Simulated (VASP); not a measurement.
# TiO2 (P2_1/c) in VASP: single point with r2SCAN

Aim: the single point of TiO2 with r2SCAN.

Everything below comes from runs of VASP 6.6.1. Logs are shortened: lines on timing, memory, paths and dates and some standing lists are left out, and cuts for length are marked.

## Step 1: The cell of the first run

It takes space group P2_1/c (No. 14, monoclinic). Conventional cell: a = 2.954 Å, b = 4.597 Å, c = 5.402 Å, α = 90.00°, β = 121.71°, γ = 90.00°. Ti (site symmetry -1) has 6 O at 1.93 to 1.98 Å within 2.6 Å. Within 2.6 Å of O (site symmetry 1) lie 3 Ti at 1.93 to 1.98 Å and 1 O at 2.54 Å.

## Step 2: Single point, r2SCAN (strain +0.0250 x Voigt [0, 0, 0, 1, 0, 0])

POSCAR reads:

```
TiO2
1.0
    4.5967496901      0.0000000000      0.0000000000
    0.0000000000      4.5967496901      0.0574593711
    0.0000000000      0.0369208927      2.9536714147
Ti O
2 4
Direct
    0.0000000000      0.0000000000      0.0000000000
    0.5000000000      0.5000000000      0.5000000000
    0.3046118010      0.3046118010      0.0000000000
    0.1953881990      0.8046118010      0.5000000000
    0.6953881990      0.6953881990      0.0000000000
    0.8046118010      0.1953881990      0.5000000000
```

INCAR.step1 reads:

```
SYSTEM = TiO2
  ALGO = Normal
  EDIFF = 1E-4
  ENCUT = 520
  GGA = PE
  ISMEAR = 0
  LASPH = .True.
  LCHARG = .False.
  LREAL = .False.
  LWAVE = .True.
  NBANDS = 33
  NELM = 100
  PREC = Accurate
  SIGMA = 0.05
```

INCAR.step2 reads:

```
SYSTEM = TiO2
  ALGO = Normal
  EDIFF = 1E-7
  ENCUT = 520
  ISIF = 2
  ISMEAR = 0
  ISTART = 1
  LASPH = .True.
  LCHARG = .False.
  LMIXTAU = .True.
  LREAL = .False.
  LWAVE = .False.
  METAGGA = R2SCAN
  NBANDS = 33
  NELM = 100
  PREC = Accurate
  SIGMA = 0.05
```

KPOINTS reads:

```
k-points
0
Gamma
  6 6 10
  0 0 0
```

Potentials or basis: VASP PAW PBE potentials, release 64 (Ti_sv, O).

Launch:

```sh
$ cat potpaw_PBE.64/Ti_sv/POTCAR potpaw_PBE.64/O/POTCAR > POTCAR
$ cp INCAR.step1 INCAR
$ mpirun -np 1 vasp_std > vasp.out
$ cp INCAR.step2 INCAR
$ mpirun -np 1 vasp_std > vasp.out
```

OUTCAR:

```text
SYSTEM = TiO2
   EDIFF = 1E-7
   ENCUT = 520
   ISIF = 2
   ISMEAR = 0
   ISTART = 1
   LASPH = .True.
   LREAL = .False.
   METAGGA = R2SCAN
   NELM = 100
   PREC = Accurate

 ion  position               nearest neighbor table
   1  0.000  0.000  0.000-   4 1.93   6 1.93   4 1.96   6 1.96   5 1.98   3 1.98
   2  0.500  0.500  0.500-   3 1.93   5 1.93   3 1.96   5 1.96   4 1.98   6 1.98
   3  0.305  0.305  0.000-   2 1.93   2 1.96   1 1.98
   4  0.195  0.805  0.500-   1 1.93   1 1.96   2 1.98
   5  0.695  0.695  0.000-   2 1.93   2 1.96   1 1.98
   6  0.805  0.195  0.500-   1 1.93   1 1.96   2 1.98

  LATTYP: Found a simple monoclinic cell.
 ALAT       =     2.9539021613
 B/A-ratio  =     1.5561617952
 C/A-ratio  =     1.5562833656
 COS(beta)  =    -0.0249960944

  Lattice vectors:

 A1 = (   0.0000000000,   0.0369208927,   2.9536714147)
 A2 = (  -4.5967496901,   0.0000000000,   0.0000000000)
 A3 = (   0.0000000000,  -4.5967496901,  -0.0574593711)

Analysis of symmetry for initial positions (statically):
=====================================================================
 Subroutine PRICEL returns:
 Original cell was already a primitive cell.

 Routine SETGRP: Setting up the symmetry group for a
 simple monoclinic supercell.

 Subroutine GETGRP returns: Found  4 space group operations
 (whereof  2 operations were pure point group operations)
 out of a pool of  4 trial point group operations.

The static configuration has the point symmetry S_2 .
 The point group associated with its full space group is C_2h.

Analysis of symmetry for dynamics (positions and initial velocities):
=====================================================================
 Subroutine PRICEL returns:
 Original cell was already a primitive cell.

 Routine SETGRP: Setting up the symmetry group for a
 simple monoclinic supercell.

 Subroutine GETGRP returns: Found  4 space group operations
 (whereof  2 operations were pure point group operations)
 out of a pool of  4 trial point group operations.

The dynamic configuration has the point symmetry S_2 .
 The point group associated with its full space group is C_2h.

 Subroutine INISYM returns: Found  4 space group operations
 (whereof  2 operations are pure point group operations),
 and found     1 'primitive' translations

----------------------------------------------------------------------------------------

                                     Primitive cell

  volume of cell :      62.4016

[... 100 lines left out ...]
   IBRION =     -1    ionic relax: 0-MD 1-quasi-New 2-CG
   NFREE  =      0    steps in history (QN), initial steepest desc. (CG)
   ISIF   =      2    stress and relaxation
   ISYM   =      2    0-nonsym 1-usesym 2-fastsym
   POTIM  = 0.5000    time-step for ionic-motion
   TEBEG  =    0.0;   TEEND  =   0.0 temperature during run
   PSTRESS=    0.0 pullay stress
   NELECT =      48.0000    total number of electrons
   NUPDOWN=      -1.0000    fix difference up-down
   EMIN   =  10.00;   EMAX   =-10.00  energy-range for DOS
   EFERMI =   0.00;   METHOD = LEGACY
   ISMEAR =     0;   SIGMA  =   0.05  broadening in eV -4-tet -1-fermi 0-gaus
   EFERMI_NEDOS =   21; number of points for ismear=-14 and -15
   IALGO  =     38    algorithm
   IMIX   =      4    mixing-type and parameters
     AMIX     =   0.40;   BMIX     =  1.00
     AMIX_MAG =   1.60;   BMIX_MAG =  1.00
  volume/ion in A,a.u.               =      10.40        70.18
  Fermi-wavevector in a.u.,A,eV,Ry     =   1.499995  2.834580 30.612917  2.249986
  Thomas-Fermi vector in A             =   2.611553
   LORBIT       =      0    0 simple, 1 ext, 2 COOP (PROOUT), +10 PAW based schemes
   METAGGA = R2SCAN    functional components
   LHFCALC =     F    Hartree Fock is set to
   AEXX    =    0.0000 exact exchange contribution
   IVDW    =     0    specifies the selected vdW correction
   LEPSILON=     F    determine dielectric tensor
   LRPA    =     F    only Hartree local field effects (RPA)
 non-spin polarized calculation
 Gauss-broadening in eV      SIGMA  =   0.05
  energy-cutoff  :      520.00
  volume of cell :       62.40
 maximum number of plane-waves:      1699
 NGX is ok and might be reduce to    36
   NGX = 17   NGY = 17   NGZ = 11

 number of electron      48.0000020 magnetization

 Free energy of the ion-electron system (eV)
  ---------------------------------------------------
  ext. energy  EPLUGINS =         0.00000000
  ---------------------------------------------------
  free energy    TOTEN  =       -69.77545144 eV

  energy without entropy =      -69.77545144  energy(sigma->0) =      -69.77545144

 E-fermi :   4.9252     XC(G=0): -12.1574

 val. band max:        4.5466249799   @ k =   0.0000   0.0000   0.0000
 cond. band min:       6.7757358344   @ k =   0.0000   0.0000   0.0000
 fundamental gap:      2.2291108545
 Fermi energy:         4.9252235011

 k-point     1 :       0.0000    0.0000    0.0000
  band No.  band energies     occupation
      1     -54.5945      2.00000
      2     -54.5765      2.00000
      3     -29.8624      2.00000
      4     -29.8622      2.00000
      5     -29.6830      2.00000
      6     -29.6830      2.00000
[... 853 lines left out ...]
     32      10.7174      0.00000
     33      11.3077      0.00000

 [... further k-points ...]

------------------------ aborting loop because EDIFF is reached ----------------------------------------

  FORCE on cell =-STRESS in cart. coord.  units (eV):
  Direction    XX          YY          ZZ          XY          YZ          ZX
  --------------------------------------------------------------------------------------
  -------------------------------------------------------------------------------------
  Total        0.4411585      0.4570178      0.7412244      0.0000000     -1.4962826      0.0000000
  in kB       11.3268511     11.7340422     19.0311173      0.0000000    -38.4174177      0.0000000
  external PRESSURE =      14.0306702 kB  Pullay stress =       0.0000000 kB

 VOLUME and BASIS-vectors are now :
 -----------------------------------------------------------------------------
  energy-cutoff  :      520.00
  volume of cell :       62.40
      direct lattice vectors                 reciprocal lattice vectors
     4.596749690  0.000000000  0.000000000     0.217545019  0.000000000  0.000000000
     0.000000000  4.596749690  0.057459371     0.000000000  0.217579016 -0.002719738
     0.000000000  0.036920893  2.953671415     0.000000000 -0.004232683  0.338614603

 POSITION                                       TOTAL-FORCE (eV/Angst)
 -----------------------------------------------------------------------------------
      0.00000      0.00000      0.00000        -0.000000     -0.000000      0.000000
      2.29837      2.31684      1.50557        -0.000000      0.000000      0.000000
      1.40022      1.40022      0.01750        -0.031147     -0.031863      0.140734
      0.89815      3.71706      1.52307         0.031147     -0.031863      0.140734
      3.19653      3.19653      0.03996         0.031147      0.031863     -0.140734
      3.69860      0.91661      1.48806        -0.031147      0.031863     -0.140734
 -----------------------------------------------------------------------------------
    total drift:                                0.000000      0.000000      0.000000

  FREE ENERGIE OF THE ION-ELECTRON SYSTEM (eV)
  ---------------------------------------------------
  free  energy   TOTEN  =       -69.7754514427 eV

  energy  without entropy=      -69.7754514427  energy(sigma->0) =      -69.77545144
```

OSZICAR.step1:

```text
N       E                     dE             d eps       ncg     rms          rms(c)
DAV:   1     0.654077431430E+03    0.65408E+03   -0.24167E+04  8448   0.172E+03
DAV:   2     0.261879212098E+02   -0.62789E+03   -0.58005E+03  9245   0.512E+02
DAV:   3    -0.661971597223E+02   -0.92385E+02   -0.90400E+02 11400   0.189E+02
DAV:   4    -0.709229413511E+02   -0.47258E+01   -0.47147E+01 12333   0.406E+01
DAV:   5    -0.710980283170E+02   -0.17509E+00   -0.17506E+00 11199   0.640E+00    0.315E+01
DAV:   6    -0.539374282166E+02    0.17161E+02   -0.74807E+01 11131   0.886E+01    0.110E+01
DAV:   7    -0.539018601473E+02    0.35568E-01   -0.13337E+01 10477   0.328E+01    0.924E+00
DAV:   8    -0.537769519158E+02    0.12491E+00   -0.46043E-01 10545   0.524E+00    0.735E+00
DAV:   9    -0.537830519401E+02   -0.61000E-02   -0.13029E+00 10862   0.135E+01    0.355E+00
DAV:  10    -0.536360457185E+02    0.14701E+00   -0.65661E-01 10578   0.806E+00    0.890E-01
DAV:  11    -0.536282662018E+02    0.77795E-02   -0.30896E-02  9979   0.137E+00    0.494E-01
DAV:  12    -0.536273139959E+02    0.95221E-03   -0.75792E-03  9573   0.822E-01    0.191E-01
DAV:  13    -0.536267720747E+02    0.54192E-03   -0.11829E-03 10971   0.324E-01    0.571E-02
DAV:  14    -0.536267613066E+02    0.10768E-04   -0.67086E-05  5199   0.765E-02
   1 F= -.53626761E+02 E0= -.53626761E+02  d E =-.458968E-16
```

Run time: 22 min. Hardware: 1 thread of Oxide Virtual Turin-like, shared host; peak memory 0.3 GiB.

Results:

* Free energy: -69.7755 eV
* Pressure: 1.4 GPa
* Largest force: 0.148 eV/Å
* Band gap on the k mesh: 2.23 eV

Forces on the atoms (eV/Å):
```
Ti   0.000  0.000  0.000
Ti   0.000  0.000  0.000
O   -0.031 -0.032  0.141
O    0.031 -0.032  0.141
O    0.031  0.032 -0.141
O   -0.031  0.032 -0.141
```

Caveat: the cell differs from its parent crystal (strain +0.0250 x Voigt [0, 0, 0, 1, 0, 0]); the PAW data sets were made with another functional, which shifts forces and pressure a little. A k mesh can miss the band edges.
